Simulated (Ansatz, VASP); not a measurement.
# Cu in VASP and in Ansatz

```
Cu
1.0
     2.56651    0.00000    0.00000
     0.00000    2.56651    0.00000
     0.00000    0.00000   19.62960
Cu
3
Direct
  0.00000 0.00000 0.40995
  0.50000 0.50000 0.50000
  0.00000 0.00000 0.59005
```

Alike in both runs: task single point; functional PBE; k mesh 14 × 14 × 1; occupations fermi-dirac, width 0.1 eV; no spin polarisation.

|  | VASP | Ansatz |
| --- | --- | --- |
| version | VASP 6.6.1 | Ansatz 0.2.0 |
| potentials or method | VASP PAW PBE potentials, release 64 (Cu) | PAW with Ansatz's default frozen-core files, scalar-relativistic |
| plane-wave cutoff (eV) | 520 | 420 |
| valence electrons in the cell | 33 | 57 |

```tsv
	VASP	Ansatz	Ansatz less VASP
rms of the force components (eV/Å)	0.014	0.002	-0.0122
```

Atom by atom the forces differ by 0.012 eV/Å (rms over components). The functional is the same, so the differences come from potentials, cutoffs and numerics. VASP's potentials hold 33 valence electrons a cell and Ansatz's 57, so a difference there can come from the potentials and not from the codes. Ansatz's warnings: slab cell height set, structure snapped to symmetry.
